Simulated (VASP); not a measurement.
Wanted: the native input for a VASP 6.6.1 run.

| Property | Result |
| --- | --- |
| Task | single point |
| Functional | PBE |
| Potentials or basis | VASP PAW PBE potentials, release 64 (C) |
| Cutoff | 600 eV |
| k mesh | 14 × 14 × 14 |
| Occupations | fermi-dirac, width 0.1 eV |
| Spin | no spin polarisation |
| Dipole correction | no |
| Further INCAR settings | ALGO = Normal; EDIFF = 1e-06; NBANDS = 11 |

The structure of C lies in POSCAR:

```
C
1.0
    0.0000000000      1.7834000000      1.7834000000
    1.7834000000      0.0000000000      1.7834000000
    1.7834000000      1.7834000000      0.0000000000
C
2
Direct
    0.5000000000      0.5000000000      0.5000000000
    0.7500000000      0.7500000000      0.7500000000
```

These files were run (other wordings do the same):

INCAR

```
PREC = Accurate
ENCUT = 600
EDIFF = 1E-6
ISMEAR = -1
SIGMA = 0.1
LREAL = False
LASPH = True
NELM = 120
ALGO = Normal
ISIF = 2
LWAVE = False
LCHARG = False
GGA = PE
NBANDS = 11
GGA_COMPAT = False
```

KPOINTS

```
Automatic mesh
0
Gamma
  14 14 14
```

Potentials or basis: VASP PAW PBE potentials, release 64 (C).

Command:

```sh
$ cat potpaw_PBE.64/C/POTCAR > POTCAR
$ mpirun -np 1 vasp_std > vasp.out
```

It gave:

- Pressure: 1.8 GPa
- Band gap on the k mesh: 4.13 eV, indirect (least direct gap 5.59 eV)

Wall time 7.3 s on 1 thread of AMD EPYC 9R45 96-Core Processor (Zen 5), with other jobs on the host, peak memory 0.09 GiB.
